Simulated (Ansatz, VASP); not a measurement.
# Two plane-wave programs on SiNi3

The input INCAR:

```
  PREC = Accurate
  ENCUT = 600
  EDIFF = 1E-6
  ISMEAR = 0
  SIGMA = 0.2
  LREAL = False
  LASPH = True
  NELM = 150
  ALGO = Normal
  ISIF = 3
  LWAVE = False
  LCHARG = False
  ISPIN = 2
  MAGMOM = 0 1 1 1
  LORBIT = 11
  LMAXMIX = 4
  IBRION = 2
  NSW = 80
  EDIFFG = -0.01
```

Contents of KPOINTS:

```
Automatic mesh
0
Gamma
  6 6 6
```

POSCAR

```
SiNi3
1.0
    3.5420000000      0.0000000000      0.0000000000
    0.0000000000      3.5420000000      0.0000000000
    0.0000000000      0.0000000000      3.5420000000
Si Ni
1 3
Direct
    0.0000000000      0.0000000000      0.0000000000
    0.0000000000      0.5000000000      0.5000000000
    0.5000000000      0.0000000000      0.5000000000
    0.5000000000      0.5000000000      0.0000000000
```

Input for Ansatz:

```yaml
crystal:
  lattice:
    bravais: cubic
    a: 3.542
  space_group: 221
  atoms:
    - { symbol: Si, position: [0.0, 0.0, 0.0] }
    - { symbol: Ni, position: [0.0, 0.5, 0.5] }
accuracy: medium
kpoints:
  mp_grid:
    grid: [6, 6, 6]
hamiltonian:
  xc: lda
  dispersion: none
magnetization:
  spin_polarized: true
  per_species:
    Ni: 1.0
scf:
  self_checks: low
  occupations:
    method: gaussian
    width: 0.2
relax:
  f_tol: 0.01
  cell: {}
```

Alike in both runs: task relaxation of cell and atoms; functional LDA; k mesh 6 × 6 × 6; occupations gaussian, width 0.2 eV; collinear spin.

|  | VASP | Ansatz |
| --- | --- | --- |
| version | VASP 6.6.1 | Ansatz 0.2.0 |
| potentials or method | VASP PAW LDA potentials, release 64 (Si, Ni) | plane waves, PAW |
| plane-wave cutoff (eV) | 600 | 420 |
| valence electrons in the cell | 34 | 58 |

```csv
,VASP,Ansatz,Ansatz less VASP
net moment per atom (μB),0.00,0.00,0.000
relaxed volume (Å³/atom),10.08,10.08,-0.008
relaxed length of the cell vector where the two differ most in proportion (Å),3.429,3.429,-0.0009
```

LDA's correlation is that of Perdew and Zunger in VASP and of Perdew and Wang (1992) in Ansatz. VASP's potentials hold 34 valence electrons a cell and Ansatz's 58, so a difference there can come from the potentials and not from the codes. Ansatz's warnings: seeded moment not kept.
